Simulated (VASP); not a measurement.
Input of a VASP 6.6.1 run:

INCAR

```
SYSTEM = Al
PREC     = Accurate       ! precision mode
ENCUT    = 500            ! plane-wave cutoff, eV
EDIFF    = 1E-7           ! SCF threshold, eV
ISMEAR   = 1              ! smearing method
SIGMA    = 0.1            ! smearing width, eV
LREAL    = .FALSE.        ! projectors in reciprocal space
LASPH    = .TRUE.         ! aspherical terms in the spheres
NELM     = 120            ! most SCF steps
ALGO     = Normal         ! electronic algorithm
ISIF     = 3              ! what is computed and relaxed
LWAVE    = .FALSE.        ! write WAVECAR
LCHARG   = .FALSE.        ! write CHGCAR
GGA      = PE             ! functional
IBRION   = 2              ! ionic algorithm
NSW      = 60             ! ionic steps
EDIFFG   = -0.01          ! ionic threshold
GGA_COMPAT= .FALSE.      
NELMIN   = 4
```

KPOINTS

```
Automatic mesh
0
G
  8 8 8
  0 0 0
```

POSCAR

```
Al
1.0
    2.6300000000      0.0000000000      0.0000000000
    0.0000000000      2.6300000000      0.0000000000
    0.0000000000      0.0000000000      2.6300000000
Al
1
Direct
    0.0000000000      0.0000000000      0.0000000000
```

Potentials or basis: VASP PAW PBE potentials, release 64 (Al).

The run is started by

```bash
$ cat potpaw_PBE.64/Al/POTCAR > POTCAR
$ mpirun -np 1 vasp_std > vasp.out
```

Problem. What does it give for the space group after relaxing (to 0.1 Å)?

Solution. Pm-3m (No. 221).

Problem. What does it give for the band gap on the k mesh?

Solution. Zero (an odd number of electrons rules out a gap without spin polarisation).

Problem. Estimate the relaxed volume.

Solution. 20.06 Å³/atom.

Final structure:
```
Al
1.0
     2.71719    0.00000    0.00000
     0.00000    2.71719    0.00000
     0.00000    0.00000    2.71719
Al
1
Direct
  0.00000 0.00000 0.00000
```
